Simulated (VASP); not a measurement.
# Al2O3 (Immm) in VASP: a series of runs, part 2 of 2

VASP 6.6.1. Earlier steps stand in the parts before.

## 3. Single point, PBE

This run uses another cell than the first one, of 9.20 Å³/atom, 1.185 times its volume.

INCAR reads:

```
PREC     = Accurate       # precision mode
ENCUT    = 520            # plane-wave cutoff, eV
EDIFF    = 1E-6           # SCF threshold, eV
ISMEAR   = 0              # smearing method
SIGMA    = 0.1            # smearing width, eV
LREAL    = F              # projectors in reciprocal space
LASPH    = T              # aspherical terms in the spheres
NELM     = 100            # most SCF steps
ALGO     = Normal         # electronic algorithm
ISIF     = 2              # what is computed and relaxed
LWAVE    = F              # write WAVECAR
LCHARG   = F              # write CHGCAR
GGA      = PE             # functional
NBANDS   = 20             # bands
```

KPOINTS reads:

```
Automatic mesh
0
Gamma
  8 8 8
```

POSCAR reads:

```
Al2O3
1.0
   -1.3993257679      1.8679293213      4.4017321242
    1.3993257679     -1.8679293213      4.4017321242
    1.3993257679      1.8679293213     -4.4017321242
Al O
2 3
Direct
    0.6554123246      0.6554123246      0.0000000000
    0.3445876754      0.3445876754      0.0000000000
    0.5000000000      0.0000000000      0.5000000000
    0.1964796145      0.6964796145      0.5000000000
    0.8035203855      0.3035203855      0.5000000000
```

Potentials or basis: VASP PAW PBE potentials, release 64 (Al, O).

Command:

```sh
$ cat potpaw_PBE.64/Al/POTCAR potpaw_PBE.64/O/POTCAR > POTCAR
$ mpirun -np 1 vasp_std > vasp.out
```

OUTCAR:

```text
PREC = Accurate
   ENCUT = 520
   EDIFF = 1E-6
   ISMEAR = 0
   LREAL = F
   LASPH = T
   NELM = 100
   ISIF = 2
   GGA = PE

 ion  position               nearest neighbor table
   1  0.655  0.655  0.000-   4 1.90   4 1.90   5 1.91   5 1.91   3 1.96   3 1.96   2 2.74   2 2.87
                             2 2.87   2 2.87   2 2.87
   2  0.345  0.345  0.000-   5 1.90   5 1.90   4 1.91   4 1.91   3 1.96   3 1.96   1 2.74   1 2.87
                             1 2.87   1 2.87   1 2.87
[... 762 lines left out ...]
  -------------------------------------------------------------------------------------
  Total        0.0315878     -0.0316247      0.0288958      0.0000000      0.0000000      0.0000000
  in kB        1.0996819     -1.1009675      1.0059628      0.0000000      0.0000000      0.0000000
  external PRESSURE =       0.3348924 kB  Pullay stress =       0.0000000 kB

 VOLUME and BASIS-vectors are now :
 -----------------------------------------------------------------------------
  energy-cutoff  :      520.00
  volume of cell :       46.02
      direct lattice vectors                 reciprocal lattice vectors
    -1.399325768  1.867929321  4.401732124     0.000000000  0.267676081  0.113591647
     1.399325768 -1.867929321  4.401732124     0.357314938  0.000000000  0.113591647
     1.399325768  1.867929321 -4.401732124     0.357314938  0.267676081  0.000000000

 POSITION                                       TOTAL-FORCE (eV/Angst)
 -----------------------------------------------------------------------------------
      0.00000      0.00000      5.76990         0.000000     -0.000000     -0.007771
      0.00000      0.00000      3.03357         0.000000      0.000000      0.007771
      0.00000      1.86793      0.00000        -0.000000      0.000000      0.000000
      1.39933     -0.00000      1.72970        -0.000000     -0.000000     -0.022603
      0.00000      1.86793      2.67203         0.000000      0.000000      0.022603
 -----------------------------------------------------------------------------------
    total drift:                               -0.000000      0.000000      0.000000

  FREE ENERGIE OF THE ION-ELECTRON SYSTEM (eV)
  ---------------------------------------------------
  free  energy   TOTEN  =       -37.0535854158 eV

  energy  without entropy=      -37.0535854158  energy(sigma->0) =      -37.05358542
```

OSZICAR:

```text
N       E                     dE             d eps       ncg     rms          rms(c)
DAV:   1     0.954919840051E+02    0.95492E+02   -0.13025E+04  3816   0.113E+03
DAV:   2    -0.355454879233E+02   -0.13104E+03   -0.12698E+03  4552   0.245E+02
DAV:   3    -0.410759123328E+02   -0.55304E+01   -0.55144E+01  5136   0.509E+01
DAV:   4    -0.411124039890E+02   -0.36492E-01   -0.36487E-01  4544   0.453E+00
DAV:   5    -0.411128499456E+02   -0.44596E-03   -0.44595E-03  4808   0.491E-01    0.123E+01
DAV:   6    -0.370579478764E+02    0.40549E+01   -0.12210E+01  4240   0.248E+01    0.418E+00
DAV:   7    -0.370518928193E+02    0.60551E-02   -0.34348E-01  4760   0.431E+00    0.231E+00
DAV:   8    -0.370500161388E+02    0.18767E-02   -0.48343E-02  4820   0.207E+00    0.557E-01
DAV:   9    -0.370528984666E+02   -0.28823E-02   -0.85770E-03  5256   0.814E-01    0.222E-01
DAV:  10    -0.370535167593E+02   -0.61829E-03   -0.13559E-03  4396   0.268E-01    0.103E-01
DAV:  11    -0.370535755098E+02   -0.58750E-04   -0.19549E-04  4808   0.121E-01    0.257E-02
DAV:  12    -0.370535848961E+02   -0.93863E-05   -0.17099E-05  4496   0.397E-02    0.843E-03
DAV:  13    -0.370535854158E+02   -0.51964E-06   -0.60607E-06  4600   0.195E-02
   1 F= -.37053585E+02 E0= -.37053585E+02  d E =-.462391E-11
```

stdout:

```text
POSCAR found type information on POSCAR AlO
 POSCAR found :  2 types and       5 ions
 scaLAPACK will be used
 LDA part: xc-table for (Slater+PW92), standard interpolation
 POSCAR, INCAR and KPOINTS ok, starting setup
 FFT: planning ... GRIDC
 FFT: planning ... GRID_SOFT
 FFT: planning ... GRID
 WAVECAR not read
 entering main loop
```

Wall time 2.5 min (1 thread of Intel Xeon 6975P-C, shared host); peak memory 0.26 GiB.

Results:

```yaml
Free_energy: -37.0536 eV
Pressure: 0.0 GPa
Largest_force: 0.023 eV/Å
Band_gap_on_the_k_mesh: 5.19 eV, direct
```

Forces on the atoms (eV/Å):
```
Al   0.000  0.000 -0.008
Al   0.000  0.000  0.008
O    0.000  0.000  0.000
O    0.000  0.000 -0.023
O    0.000  0.000  0.023
```

Stress tensor (GPa, compression positive):
```
 0.11  0.00  0.00
 0.00 -0.11  0.00
 0.00  0.00  0.10
```

## 4. Relaxation of cell and atoms, PBE

INCAR reads:

```
SYSTEM = Al2O3
  ALGO = Normal
  EDIFF = 1E-6
  EDIFFG = -0.04
  ENCUT = 600
  GGA = PE
  IBRION = 2
  ISIF = 3
  ISMEAR = 0
  LASPH = .True.
  LCHARG = .False.
  LREAL = .False.
  LWAVE = .False.
  NELM = 60
  NSW = 90
  PREC = Accurate
  SIGMA = 0.1
```

KPOINTS reads:

```
k-points
0
Gamma
  8 8 8
  0 0 0
```

POSCAR reads:

```
Al2O3
1.0
   -1.2995750900      1.8503544200      4.0375648700
    1.2995750900     -1.8503544200      4.0375648700
    1.2995750900      1.8503544200     -4.0375648700
Al O
2 3
Direct
    0.6623618800      0.6623618800      0.0000000000
    0.3376381200      0.3376381200      0.0000000000
    0.5000000000      0.0000000000      0.5000000000
    0.1764433500      0.6764433500      0.5000000000
    0.8235566500      0.3235566500      0.5000000000
```

Command:

```sh
$ cat potpaw_PBE.64/Al/POTCAR potpaw_PBE.64/O/POTCAR > POTCAR
$ mpirun -np 1 vasp_std > vasp.out
```

Wall time 13 min (1 thread of Intel Xeon 6975P-C, shared host); peak memory 0.28 GiB.

Results (log left out):

```
Free energy                            : -37.0450 eV
Relaxed volume                         : 9.21 Å³/atom
Relaxed cell                           : a = 4.984 Å, b = 4.984 Å, c = 4.984 Å, α = 147.40°, β = 135.93°, γ = 55.88°
Space group after relaxing (to 0.05 Å) : Immm (No. 71)
Energy gained by relaxing              : 217.1 meV/atom
Ionic steps                            : 9
Pressure after relaxing                : -0.1 GPa
Largest force after relaxing           : 0.025 eV/Å
Band gap on the k mesh                 : 5.19 eV, direct
```

Forces in eV/Å, atoms in the order of the input:
```
Al   0.000  0.000 -0.025
Al   0.000  0.000  0.025
O    0.000  0.000  0.000
O    0.000  0.000 -0.021
O    0.000  0.000  0.021
```

Stress tensor (GPa, compression positive):
```
 0.24  0.00  0.00
 0.00 -0.52  0.00
 0.00  0.00 -0.14
```

The path:
| step | energy change (eV) | largest force (eV/Å) | pressure (GPa) | volume (Å³) |
| --- | --- | --- | --- | --- |
| 1 | 0.0000 | 1.3862 | 39.14 | 38.84 |
| 2 | -0.3831 | 1.8218 | -21.30 | 50.46 |
| 3 | -0.7994 | 1.6571 | -2.51 | 45.05 |
| 4 | -1.0091 | 0.6278 | -1.21 | 45.61 |
| 5 | -1.0375 | 0.6625 | -0.22 | 45.88 |
| 6 | -1.0822 | 0.1175 | 0.46 | 45.93 |
| 7 | -1.0822 | 0.1242 | 0.46 | 45.93 |
| 8 | -1.0845 | 0.0987 | -0.44 | 46.11 |
| 9 | -1.0853 | 0.0252 | -0.14 | 46.05 |

Final structure:
```
Al O
1.0
    -1.39859    1.86979    4.40274
     1.39859   -1.86979    4.40274
     1.39859    1.86979   -4.40274
Al O
2 3
Direct
  0.65551 0.65551 0.00000
  0.34449 0.34449 0.00000
  0.50000 0.00000 0.50000
  0.19651 0.69651 0.50000
  0.80349 0.30349 0.50000
```

Levels at points of the mesh, in eV from the valence-band top:
| k point | band 8 | band 9 | band 10 | band 11 | band 12 | band 13 | band 14 | band 15 | band 16 |
| --- | --- | --- | --- | --- | --- | --- | --- | --- | --- |
| (0.00, 0.00, 0.00) | -2.27 | -2.13 | -0.65 | -0.29 | 0.00 | 5.19 | 10.25 | 10.27 | 12.64 |
| (0.50, 0.00, 0.00) | -2.09 | -1.66 | -1.28 | -1.23 | -0.22 | 6.99 | 10.07 | 10.23 | 11.87 |
| (0.00, 0.50, 0.00) | -3.44 | -2.79 | -1.89 | -1.12 | -0.91 | 8.73 | 10.41 | 10.61 | 10.71 |
| (0.50, 0.50, 0.00) | -2.76 | -1.71 | -1.34 | -1.24 | -0.54 | 8.69 | 9.64 | 11.64 | 11.98 |
| (0.50, 0.50, 0.50) | -2.05 | -1.64 | -1.28 | -1.22 | -0.03 | 7.07 | 8.92 | 9.45 | 10.71 |

Caveat: the volume moved by over 15 % at a fixed basis, so the end points are rough. As with any semilocal functional, this PBE gap is likely too small.

## 5. Overview

```tsv
task	cell	cutoff (eV)	gap on the mesh (eV)	pressure (GPa)	largest force (eV/Å)
single point	a = 4.628 Å, angles 147.4, 132.9, 58.5°, 5 atoms	520	7.35	39.5	1.39
single point	a = 4.982 Å, angles 147.4, 136.0, 55.9°, 5 atoms	520	5.19	0.0	0.02
relaxation of cell and atoms	relaxed from a = 4.628 Å, angles 147.4, 132.9, 58.5°, 5 atoms	600	5.19	-0.1	0.03
```

Alike in all rows: level PBE; potentials or basis VASP PAW PBE potentials, release 64 (Al, O); no spin polarisation; k mesh 8 × 8 × 8; smearing gaussian 0.1 eV.

Caveats: forces of over 1 eV/Å act on the atoms, so gaps and moduli don't describe the material at rest (some runs); the volume moved by over 15 % at a fixed basis, so the end points are rough (some runs).

Absolute energies hang on the potentials; compare differences alone.
